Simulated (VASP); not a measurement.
Write the native input for VASP 6.6.1 that does the following.

```yaml
Task: single point
Functional: PBE
Dispersion: D3(BJ)
Potentials_or_basis: VASP PAW PBE potentials, release 64 (C, Ti_sv)
Cutoff: 520 eV
k_mesh: 4 × 4 × 1
Occupations: gaussian, width 0.1 eV
Spin: no spin polarisation
Dipole_correction: yes
Further_INCAR_settings: LREAL = Auto; ALGO = Normal; EDIFF = 1e-07; NBANDS = 114
```

The structure of TiC lies in POSCAR:

```
TiC
1.0
    6.0686302234      0.0000000000      0.0000000000
   -3.0343151117      5.2555879396      0.0000000000
    0.0000000000      0.0000000000     22.1937697854
C Ti
12 12
Direct
    0.1666666667      0.3333333333      0.3604615204
    0.1666666667      0.8333333333      0.3604615204
    0.6666666667      0.3333333333      0.3604615204
    0.6666666667      0.8333333333      0.3604615204
    0.5000000000      0.5000000000      0.4720923041
    0.5000000000      0.0000000000      0.4720923041
    0.0000000000      0.5000000000      0.4720923041
    0.0000000000      0.0000000000      0.4720923041
    0.8333333333      0.6666666667      0.5876857418
    0.8333333333      0.1666666667      0.5876857418
    0.3333333333      0.6666666667      0.5876857418
    0.3333333333      0.1666666667      0.5876857418
    0.3333333333      0.1666666667      0.4162769122
    0.3333333333      0.6666666667      0.4162769122
    0.8333333333      0.1666666667      0.4162769122
    0.8333333333      0.6666666667      0.4162769122
    0.6666666667      0.3333333333      0.5271036205
    0.6666666667      0.8333333333      0.5271036205
    0.1666666667      0.3333333333      0.5271036205
    0.1666666667      0.8333333333      0.5271036205
    0.0000000000      0.5000000000      0.6349812467
    0.0000000000      0.0000000000      0.6349812467
    0.5000000000      0.5000000000      0.6349812467
    0.5000000000      0.0000000000      0.6349812467
```

One way to write it, as run:

INCAR

```
SYSTEM = TiC
PREC = Accurate ; ENCUT = 520
EDIFF = 1E-7 ; ISMEAR = 0
SIGMA = 0.1 ; LREAL = Auto
LASPH = .True. ; NELM = 100
ALGO = Normal ; ISIF = 2
LWAVE = .False. ; LCHARG = .True.
LDIPOL = .True. ; IDIPOL = 3
DIPOL = 0.5 0.5 0.500 ; GGA = PE
IVDW = 12 ; LELF = .True.
LVHAR = .True. ; LVACPOTAV = .True.
NBANDS = 114
```

KPOINTS

```
regular mesh
0
Gamma
  4 4 1
  0 0 0
```

Potentials or basis: VASP PAW PBE potentials, release 64 (C, Ti_sv).

Run with:

```bash
$ cat potpaw_PBE.64/C/POTCAR potpaw_PBE.64/Ti_sv/POTCAR > POTCAR
$ mpirun -np 1 vasp_std > vasp.out
```

Results of the run:

| Item | Value |
| --- | --- |
| Largest force | 0.691 eV/Å |
| Band gap on the k mesh | zero (bands 96 and 97 overlap by 0.35 eV) |
| Dispersion energy per atom | -0.330 eV |

Wall time 19 min on 1 thread of Intel(R) Xeon(R) Platinum 8259CL CPU @ 2.50GHz (Skylake/Cascade Lake), with other jobs on the host, peak memory 0.86 GiB.
